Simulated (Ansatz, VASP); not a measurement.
## One calculation of Zn4SO3, two programs

```
CELL_PARAMETERS angstrom
0.00000 0.00000 -5.44311
3.38573 5.86425 0.00000
3.32411 -5.82867 0.00000
ATOMIC_POSITIONS crystal
Zn 0.55155 0.15250 0.30501
Zn 0.48098 0.14901 0.85082
Zn 0.48548 0.66809 0.33618
Zn 0.48098 0.70181 0.85082
Zn 0.05155 0.34750 0.69499
Zn 0.98098 0.35099 0.14918
Zn 0.98548 0.83191 0.66382
Zn 0.98098 0.79819 0.14918
S 0.63202 0.34294 0.68589
S 0.13202 0.15706 0.31411
O 0.61940 0.34450 0.16675
O 0.61415 0.83335 0.66671
O 0.61940 0.82224 0.16675
O 0.11940 0.15550 0.83325
O 0.11415 0.66665 0.33329
O 0.11940 0.67776 0.83325
```

Alike in both runs: functional PBEsol; k mesh 4 × 3 × 3; occupations gaussian, width 0.1 eV; no spin polarisation.

Ansatz relaxed the structure, and its values are those at the end. VASP's run is a single point on that final structure, the one shown.

```csv
,VASP,Ansatz
version,VASP 6.6.1,Ansatz 0.2.0
potentials or method,"VASP PAW PBE potentials, release 64 (Zn, S, O), cutoff 520 eV","scalar-relativistic, plane waves, PAW"
valence electrons in the cell,144,144
```

```tsv
	VASP	Ansatz	Ansatz less VASP
gap on the k mesh at the Fermi level (eV)	0.67	0.68	+0.007
least direct gap on the mesh (eV)	0.67	0.68	+0.007
pressure (GPa)	0.6	-0.1	-0.66
rms of the force components (eV/Å)	0.014	0.005	-0.0097
```

VASP's potentials were made for PBE, not for PBEsol.
